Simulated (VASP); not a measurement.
Here is a VASP 6.6.1 calculation.

Contents of INCAR:

```
SYSTEM = Nb6N7
ALGO = Normal ; DIPOL = 0.5 0.5 0.469
EDIFF = 1E-6 ; ENCUT = 520
GGA = PE ; GGA_COMPAT = .FALSE.
IDIPOL = 3 ; ISIF = 2
ISMEAR = 0 ; IVDW = 12
LASPH = .TRUE. ; LCHARG = .FALSE.
LDIPOL = .TRUE. ; LREAL = .FALSE.
LWAVE = .FALSE. ; NBANDS = 132
NELM = 120 ; NELMDL = -8
PREC = Accurate ; SIGMA = 0.1
```

The input KPOINTS:

```
k-points
0
G
  4 4 1
  0 0 0
```

The input POSCAR:

```
Nb6N7
1.0
    6.2011598397      0.0000000000      0.0000000000
   -3.1005799199      5.3703619541      0.0000000000
    0.0000000000      0.0000000000     24.7346322587
Nb N
12 14
Direct
    0.1666666667      0.3333333333      0.3234331489
    0.1666666667      0.8333333333      0.3234331489
    0.6666666667      0.3333333333      0.3234331489
    0.6666666667      0.8333333333      0.3234331489
    0.5000000000      0.5000000000      0.4257840907
    0.5000000000      0.0000000000      0.4257840907
    0.0000000000      0.5000000000      0.4257840907
    0.0000000000      0.0000000000      0.4257840907
    0.8256040209      0.6510871146      0.5237825013
    0.8280696927      0.1558297076      0.5417401871
    0.3255985721      0.6507084989      0.5241789125
    0.3283358081      0.1562479505      0.5419212705
    0.3333333333      0.1666666667      0.3746086198
    0.3333333333      0.6666666667      0.3746086198
    0.8333333333      0.1666666667      0.3746086198
    0.8333333333      0.6666666667      0.3746086198
    0.6565182889      0.3131271047      0.4764740895
    0.6757920639      0.8520507563      0.4764057299
    0.1568445312      0.3134940175      0.4765034408
    0.1763562744      0.8519956400      0.4764132571
   -0.0027274250      0.4941814339      0.5675301432
   -0.0048911312     -0.0099474766      0.5719222055
    0.4972266559      0.4944619152      0.5677486354
    0.4951693241     -0.0100974870      0.5719737213
    0.0805208381      0.6573503490      0.6923747985
    0.1831667207      0.8614471324      0.6876941393
```

Potentials or basis: VASP PAW PBE potentials, release 64 (Nb_sv, N).

Run with:

```bash
$ cat potpaw_PBE.64/Nb_sv/POTCAR potpaw_PBE.64/N/POTCAR > POTCAR
$ mpirun -np 1 vasp_std > vasp.out
```

(1) Estimate the dispersion energy per atom.

(2) What does it give for the band gap on the k mesh?

(3) Estimate the largest force.

## Answers

(1) -0.336 eV.

(2) zero (bands 113 and 114 overlap by 0.14 eV).

(3) 1.738 eV/Å.

Caveat: the standard files for N, O and F lose accuracy on very short bonds.
